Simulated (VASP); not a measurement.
Set up this calculation in VASP 6.6.1, as the native input.

* Task: single point
* Functional: r2SCAN
* Potentials or basis: VASP PAW PBE potentials, release 64 (Mo_sv, S)
* Cutoff: 520 eV
* k mesh: 10 × 10 × 10
* Occupations: gaussian, width 0.01 eV
* Spin: no spin polarisation
* Dipole correction: no
* Further INCAR settings: ALGO = Normal; EDIFF = 1e-07; NBANDS = 20

The system is MoS2.

```
Mo S
1.0
     1.58759    0.91660    6.19393
    -1.58759    0.91660    6.19393
     0.00000   -1.83319    6.19393
Mo S
1 2
Direct
  0.99976 0.99976 0.99976
  0.41678 0.41678 0.41678
  0.24946 0.24946 0.24946
```

The input as run:

POSCAR

```
MoS2
1.0
    1.5875903891      0.9165957385      6.1939349653
   -1.5875903891      0.9165957385      6.1939349653
    0.0000000000     -1.8331914770      6.1939349653
Mo S
1 2
Direct
    0.9997635220      0.9997635220      0.9997635220
    0.4167796975      0.4167796975      0.4167796975
    0.2494577807      0.2494577807      0.2494577807
```

INCAR.step1

```
PREC = Accurate
ENCUT = 520
ISMEAR = 0
SIGMA = 0.01
LREAL = False
LASPH = True
NELM = 80
NBANDS = 20
GGA = PE
ALGO = Normal
EDIFF = 1E-4
LWAVE = True
LCHARG = False
```

INCAR.step2

```
PREC = Accurate
ENCUT = 520
EDIFF = 1E-7
ISMEAR = 0
SIGMA = 0.01
LREAL = False
LASPH = True
NELM = 80
ALGO = Normal
ISIF = 2
LWAVE = False
LCHARG = False
METAGGA = R2SCAN
LMIXTAU = True
NBANDS = 20
ISTART = 1
```

KPOINTS

```
regular mesh
0
Gamma
  10 10 10
```

Potentials or basis: VASP PAW PBE potentials, release 64 (Mo_sv, S).

Launch:

```bash
$ cat potpaw_PBE.64/Mo_sv/POTCAR potpaw_PBE.64/S/POTCAR > POTCAR
$ cp INCAR.step1 INCAR
$ mpirun -np 1 vasp_std > vasp.out
$ cp INCAR.step2 INCAR
$ mpirun -np 1 vasp_std > vasp.out
```

It gave:

| Quantity | Value |
| --- | --- |
| Pressure | 1.2 GPa |
| Largest force | 0.052 eV/Å |
| Band gap on the k mesh | 1.09 eV (least direct gap 2.04 eV) |

Caveat: the PAW data sets were made with another functional, which shifts forces and pressure a little.

Run time: 25 min on 1 thread of Intel(R) Xeon(R) Platinum 8375C CPU @ 2.90GHz (Ice Lake), with other jobs on the host, peak memory 0.42 GiB.
